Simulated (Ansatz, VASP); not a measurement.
Two plane-wave programs on BAs

```xyz
2
Lattice="0.0000 2.3292 2.5621 2.3292 0.0000 2.5621 2.3292 2.3292 0.0000" Properties=species:S:1:pos:R:3 pbc="T T T"
B     0.0000    0.0000    0.0000
As    3.4938    3.4938    3.8432
```

Alike in both runs: task single point; functional PBE; k mesh 12 × 12 × 12; occupations gaussian, width 0.05 eV; no spin polarisation.

```csv
,VASP,Ansatz
version,VASP 6.6.1,Ansatz 0.2.0
potentials or method,"VASP PAW PBE potentials, release 64 (B, As), cutoff 520 eV","scalar-relativistic, plane waves, PAW"
valence electrons in the cell,8,18
```

```csv
,VASP,Ansatz,Ansatz less VASP
gap on the k mesh at the Fermi level (eV),0.49,0.50,+0.008
least direct gap on the mesh (eV),2.77,2.77,+0.004
pressure (GPa),0.6,0.0,-0.58
"traceless stress, the component that is largest in VASP (GPa)",-14.64,-14.70,-0.055
```

The functional is the same, so the differences come from potentials, cutoffs and numerics. VASP's potentials hold 8 valence electrons a cell and Ansatz's 18, so a difference there can come from the potentials and not from the codes.
